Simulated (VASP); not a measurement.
# CaGaF3 (P4/nmm) in VASP: relaxation of cell and atoms with PBE

Aim: the relaxation of cell and atoms of CaGaF3 with PBE.

All numbers are computed with VASP 6.6.1; they aren't measurements. Logs are shortened: lines on timing, memory, paths and dates and some standing lists are left out, and cuts for length are marked.

## (1) The cell of the first run

The structure is tetragonal, space group P4/nmm (No. 129). The conventional cell has a = 5.865 Å, b = 5.865 Å, c = 4.732 Å, α = 90.00°, β = 90.00°, γ = 90.00°. Within 4.2 Å of Ca (site symmetry -4m2) lie 12 F at 3.04 to 3.15 Å and 8 Ga at 3.50 to 4.07 Å and 4 Ca at 4.15 Å. Ga (site symmetry 4mm) has 6 F at 2.01 to 2.72 Å within 2.8 Å. Within 2.8 Å of F (site symmetry 2/m) lie 2 Ga at 2.12 Å and 2 F at 2.59 Å. Within 2.8 Å of F (site symmetry 4mm) lie 2 Ga at 2.01 to 2.72 Å and 4 F at 2.59 Å.

## (2) Relaxation of cell and atoms, PBE

INCAR

```
ALGO = Normal
EDIFF = 1E-6
EDIFFG = -0.01
ENCUT = 600
GGA = PE
IBRION = 2
ISIF = 3
ISMEAR = 0
LASPH = True
LCHARG = False
LREAL = False
LWAVE = False
NELM = 80
NSW = 100
PREC = Accurate
SIGMA = 0.02
```

KPOINTS

```
k-points
0
Gamma
  6 6 6
```

POSCAR

```
CaGaF3
1.0
    5.8650892834      0.0000000000      0.0000000000
    0.0000000000      5.8650892834      0.0000000000
    0.0000000000      0.0000000000      4.7317773471
Ca Ga F
2 2 6
Direct
    0.0000000000      0.0000000000      0.5000000000
    0.5000000000      0.5000000000      0.5000000000
    0.5000000000      0.0000000000      0.9034831862
    0.0000000000      0.5000000000      0.0965168138
    0.7500000000      0.7500000000      0.0000000000
    0.7500000000      0.2500000000      0.0000000000
    0.5000000000      0.0000000000      0.3290703818
    0.2500000000      0.2500000000      0.0000000000
    0.2500000000      0.7500000000      0.0000000000
    0.0000000000      0.5000000000      0.6709296182
```

Potentials or basis: VASP PAW PBE potentials, release 64 (Ca_sv, Ga_d, F).

Run with:

```console
> cat potpaw_PBE.64/Ca_sv/POTCAR potpaw_PBE.64/Ga_d/POTCAR potpaw_PBE.64/F/POTCAR > POTCAR
> mpirun -np 1 vasp_std > vasp.out
```

OUTCAR:

```text
EDIFF = 1E-6
   EDIFFG = -0.01
   ENCUT = 600
   GGA = PE
   IBRION = 2
   ISIF = 3
   ISMEAR = 0
   LASPH = True
   LREAL = False
   NELM = 80
   NSW = 100
   PREC = Accurate

 ion  position               nearest neighbor table
   1  0.000  0.000  0.500-
   2  0.500  0.500  0.500-
   3  0.500  0.000  0.903-   7 2.01   6 2.12   5 2.12   8 2.12   9 2.12
   4  0.000  0.500  0.097-  10 2.01   6 2.12   8 2.12   9 2.12   5 2.12
   5  0.750  0.750  0.000-   3 2.12   4 2.12
   6  0.750  0.250  0.000-   3 2.12   4 2.12
   7  0.500  0.000  0.329-   3 2.01
   8  0.250  0.250  0.000-   3 2.12   4 2.12
   9  0.250  0.750  0.000-   3 2.12   4 2.12
  10  0.000  0.500  0.671-   4 2.01

  LATTYP: Found a simple tetragonal cell.
 ALAT       =     5.8650892834
 C/A-ratio  =     0.8067698748

  Lattice vectors:

 A1 = (   5.8650892834,   0.0000000000,   0.0000000000)
 A2 = (   0.0000000000,   5.8650892834,   0.0000000000)
 A3 = (   0.0000000000,   0.0000000000,   4.7317773471)

Analysis of symmetry for initial positions (statically):
=====================================================================
 Subroutine PRICEL returns:
 Original cell was already a primitive cell.

 Routine SETGRP: Setting up the symmetry group for a
 simple tetragonal supercell.

 Subroutine GETGRP returns: Found 16 space group operations
 (whereof  8 operations were pure point group operations)
 out of a pool of 16 trial point group operations.

The static configuration has the point symmetry D_2d.
 The point group associated with its full space group is D_4h.

Analysis of symmetry for dynamics (positions and initial velocities):
=====================================================================
 Subroutine PRICEL returns:
 Original cell was already a primitive cell.

 Routine SETGRP: Setting up the symmetry group for a
 simple tetragonal supercell.

 Subroutine GETGRP returns: Found 16 space group operations
 (whereof  8 operations were pure point group operations)
 out of a pool of 16 trial point group operations.

The dynamic configuration has the point symmetry D_2d.
 The point group associated with its full space group is D_4h.

 Subroutine INISYM returns: Found 16 space group operations
 (whereof  8 operations are pure point group operations),
 and found     1 'primitive' translations

----------------------------------------------------------------------------------------

                                     Primitive cell

  volume of cell :     162.7697

  direct lattice vectors                    reciprocal lattice vectors
     5.865089283  0.000000000  0.000000000     0.170500388  0.000000000  0.000000000
     0.000000000  5.865089283  0.000000000     0.000000000  0.170500388  0.000000000
     0.000000000  0.000000000  4.731777347     0.000000000  0.000000000  0.211337078

  length of vectors
     5.865089283  5.865089283  4.731777347     0.170500388  0.170500388  0.211337078

  position of ions in fractional coordinates (direct lattice)
     0.000000000  0.000000000  0.500000000
     0.500000000  0.500000000  0.500000000
     0.500000000  0.000000000  0.903483186
     0.000000000  0.500000000  0.096516814
     0.750000000  0.750000000  0.000000000
     0.750000000  0.250000000  0.000000000
     0.500000000  0.000000000  0.329070382
     0.250000000  0.250000000  0.000000000
     0.250000000  0.750000000  0.000000000
     0.000000000  0.500000000  0.670929618

  ion indices of the primitive-cell ions
   primitive index   ion index
                 1           1
                 2           2
                 3           3
                 4           4
                 5           5
                 6           6
                 7           7
                 8           8
                 9           9
                10          10

----------------------------------------------------------------------------------------

 KPOINTS: k-points

Automatic generation of k-mesh.
 Grid dimensions read from file:
 generate k-points for:    6    6    6

 Generating k-lattice:

  Cartesian coordinates                     Fractional coordinates (reciprocal lattice)
     0.028416731  0.000000000  0.000000000     0.166666667  0.000000000  0.000000000
     0.000000000  0.028416731  0.000000000     0.000000000  0.166666667  0.000000000
     0.000000000  0.000000000  0.035222846     0.000000000  0.000000000  0.166666667

  Length of vectors
     0.028416731  0.028416731  0.035222846

  Shift w.r.t. Gamma in fractional coordinates (k-lattice)
     0.000000000  0.000000000  0.000000000

 Subroutine IBZKPT returns following result:
 ===========================================

 Found     40 irreducible k-points:

 Following reciprocal coordinates:
            Coordinates               Weight
  0.000000  0.000000  0.000000      1.000000
  0.166667  0.000000  0.000000      4.000000
  0.333333  0.000000  0.000000      4.000000
  0.500000  0.000000  0.000000      2.000000
  0.166667  0.166667  0.000000      4.000000
  0.333333  0.166667  0.000000      8.000000
[... 16 lines left out ...]
  0.333333  0.000000  0.333333      8.000000
  0.500000  0.000000  0.333333      4.000000
 [... further k-points ...]
   k-points           NKPTS =     40   k-points in BZ     NKDIM =     40   number of bands    NBANDS=     52
   number of dos      NEDOS =    301   number of ions     NIONS =     10
   total plane-waves  NPLWV =  92160
   dimension x,y,z NGX =    48 NGY =   48 NGZ =   40
   dimension x,y,z NGXF=    96 NGYF=   96 NGZF=   80
   ions per type =               2   2   6
   NGX,Y,Z   is equivalent  to a cutoff of  13.61, 13.61, 14.05 a.u.
   NGXF,Y,Z  is equivalent  to a cutoff of  27.21, 27.21, 28.11 a.u.
 SYSTEM =  unknown system
   PREC   = accura    normal or accurate (medium, high low for compatibility)
   ISTART =      0    job   : 0-new  1-cont  2-samecut
   ICHARG =      2    charge: 1-file 2-atom 10-const
   ISPIN  =      1    spin polarized calculation?
   LNONCOLLINEAR =      F non collinear calculations
   LSORBIT =      F    spin-orbit coupling
   LASPH  =      T    aspherical Exc in radial PAW
   ENCUT  =  600.0 eV  44.10 Ry    6.64 a.u.  11.71 11.71  9.45*2*pi/ulx,y,z
   NELM   =     80;   NELMIN=  2; NELMDL= -5     # of ELM steps
   EDIFF  = 0.1E-05   stopping-criterion for ELM
   LREAL  =      F    real-space projection
   EDIFFG = -.1E-01   stopping-criterion for IOM
   NSW    =    100    number of steps for IOM
   IBRION =      2    ionic relax: 0-MD 1-quasi-New 2-CG
   NFREE  =      1    steps in history (QN), initial steepest desc. (CG)
   ISIF   =      3    stress and relaxation
   ISYM   =      2    0-nonsym 1-usesym 2-fastsym
   POTIM  = 0.5000    time-step for ionic-motion
   TEBEG  =    0.0;   TEEND  =   0.0 temperature during run
   PSTRESS=    0.0 pullay stress
   NELECT =      88.0000    total number of electrons
   NUPDOWN=      -1.0000    fix difference up-down
   EMIN   =  10.00;   EMAX   =-10.00  energy-range for DOS
   EFERMI =   0.00;   METHOD = LEGACY
   ISMEAR =     0;   SIGMA  =   0.02  broadening in eV -4-tet -1-fermi 0-gaus
   EFERMI_NEDOS =   21; number of points for ismear=-14 and -15
   IALGO  =     38    algorithm
   IMIX   =      4    mixing-type and parameters
     AMIX     =   0.40;   BMIX     =  1.00
     AMIX_MAG =   1.60;   BMIX_MAG =  1.00
  volume/ion in A,a.u.               =      16.28       109.84
  Fermi-wavevector in a.u.,A,eV,Ry     =   1.333658  2.520249 24.199923  1.778644
  Thomas-Fermi vector in A             =   2.462500
   LORBIT       =      0    0 simple, 1 ext, 2 COOP (PROOUT), +10 PAW based schemes
   GGA     = PE    functional components
   LHFCALC =     F    Hartree Fock is set to
   AEXX    =    0.0000 exact exchange contribution
   IVDW    =     0    specifies the selected vdW correction
   LEPSILON=     F    determine dielectric tensor
   LRPA    =     F    only Hartree local field effects (RPA)
 conjugate gradient relaxation of ions
 non-spin polarized calculation
 Gauss-broadening in eV      SIGMA  =   0.02
  energy-cutoff  :      600.00
  volume of cell :      162.77
 maximum number of plane-waves:      5472
 NGX is ok and might be reduce to    48
   NGX = 23   NGY = 23   NGZ = 19

--------------------------------------- Ionic step        1  -------------------------------------------

 number of electron      87.9999930 magnetization

 Free energy of the ion-electron system (eV)
  ---------------------------------------------------
  ext. energy  EPLUGINS =         0.00000000
  ---------------------------------------------------
  free energy    TOTEN  =       -43.42476445 eV

  energy without entropy =      -43.42476445  energy(sigma->0) =      -43.42476445

------------------------ aborting loop because EDIFF is reached ----------------------------------------

  FORCE on cell =-STRESS in cart. coord.  units (eV):
  Direction    XX          YY          ZZ          XY          YZ          ZX
  --------------------------------------------------------------------------------------
  -------------------------------------------------------------------------------------
  Total       -0.1850149     -0.1850149      0.2130278      0.0000000     -0.0000000      0.0000000
  in kB       -1.8211414     -1.8211414      2.0968785      0.0000000     -0.0000000      0.0000000
  external PRESSURE =      -0.5151348 kB  Pullay stress =       0.0000000 kB
[... 117 lines left out ...]
  energy  without entropy=      -43.4285460861  energy(sigma->0) =      -43.42854609

--------------------------------------- Ionic step        4  -------------------------------------------

 number of electron      87.9999944 magnetization

 Free energy of the ion-electron system (eV)
  ---------------------------------------------------
  ext. energy  EPLUGINS =         0.00000000
  ---------------------------------------------------
  free energy    TOTEN  =       -43.42899728 eV

  energy without entropy =      -43.42899728  energy(sigma->0) =      -43.42899728

 E-fermi :   3.8950     XC(G=0):  -9.3134

 val. band max:        3.7077707400   @ k =   0.0000   0.0000   0.0000
 cond. band min:       4.4850250003   @ k =   0.5000   0.5000   0.0000
 fundamental gap:      0.7772542603
 Fermi energy:         3.8949929118

 k-point     1 :       0.0000    0.0000    0.0000
  band No.  band energies     occupation
      1     -39.8579      2.00000
      2     -39.8541      2.00000
      3     -21.0008      2.00000
      4     -20.8667      2.00000
      5     -20.8667      2.00000
      6     -20.8000      2.00000
[... 1309 lines left out ...]
     51       5.7962      0.00000
     52       5.7962      0.00000

 [... further k-points ...]

------------------------ aborting loop because EDIFF is reached ----------------------------------------

  FORCE on cell =-STRESS in cart. coord.  units (eV):
  Direction    XX          YY          ZZ          XY          YZ          ZX
  --------------------------------------------------------------------------------------
  -------------------------------------------------------------------------------------
  Total       -0.0604425     -0.0604425      0.0582597      0.0000000     -0.0000000      0.0000000
  in kB       -0.5980659     -0.5980659      0.5764682      0.0000000     -0.0000000      0.0000000
  external PRESSURE =      -0.2065545 kB  Pullay stress =       0.0000000 kB
[... 25 lines left out ...]
  FREE ENERGIE OF THE ION-ELECTRON SYSTEM (eV)
  ---------------------------------------------------
  free  energy   TOTEN  =       -43.4289972811 eV

  energy  without entropy=      -43.4289972811  energy(sigma->0) =      -43.42899728

 reached required accuracy - stopping structural energy minimisation
```

Run time: 30 min. Hardware: 1 thread of Oxide Virtual Turin-like, shared host; peak memory 0.51 GiB.

Results:

```
Free energy                           : -43.4290 eV
Relaxed volume                        : 16.19 Å³/atom
Relaxed cell                          : a = 5.845 Å, b = 5.845 Å, c = 4.740 Å, α = 90.00°, β = 90.00°, γ = 90.00°
Space group after relaxing (to 0.1 Å) : P4/nmm (No. 129)
Energy gained by relaxing             : 0.4 meV/atom
Ionic steps                           : 4
Pressure after relaxing               : 0.0 GPa
Largest force after relaxing          : 0.009 eV/Å
Band gap on the k mesh                : 0.78 eV (least direct gap 0.88 eV)
```

Forces on the atoms (eV/Å):
```
Ca   0.000  0.000  0.000
Ca   0.000  0.000  0.000
Ga   0.000  0.000  0.004
Ga   0.000  0.000 -0.004
F    0.000  0.000  0.000
F    0.000  0.000  0.000
F    0.000  0.000 -0.009
F    0.000  0.000  0.000
F    0.000  0.000  0.000
F    0.000  0.000  0.009
```

Stress tensor (GPa, compression positive):
```
-0.06  0.00  0.00
 0.00 -0.06  0.00
 0.00  0.00  0.06
```

Step by step:
```csv
step,energy change (eV),largest force (eV/Å),pressure (GPa),volume (Å³)
1,0.0000,0.1465,-0.05,162.77
2,-0.0028,0.0649,-0.11,162.65
3,-0.0038,0.0189,-0.19,162.51
4,-0.0042,0.0091,-0.02,161.92
```

Final structure:
```xyz
10
Lattice="5.8448 0.0000 0.0000 0.0000 5.8448 0.0000 0.0000 0.0000 4.7399" Properties=species:S:1:pos:R:3 pbc="T T T"
Ca    0.0000    0.0000    2.3699
Ca    2.9224    2.9224    2.3699
Ga    2.9224    5.8448    4.2670
Ga    0.0000    2.9224    0.4728
F     4.3836    4.3836    0.0000
F     4.3836    1.4612    0.0000
F     2.9224    0.0000    1.5716
F     1.4612    1.4612    0.0000
F     1.4612    4.3836    0.0000
F     0.0000    2.9224    3.1683
```

A k mesh can miss the band edges.
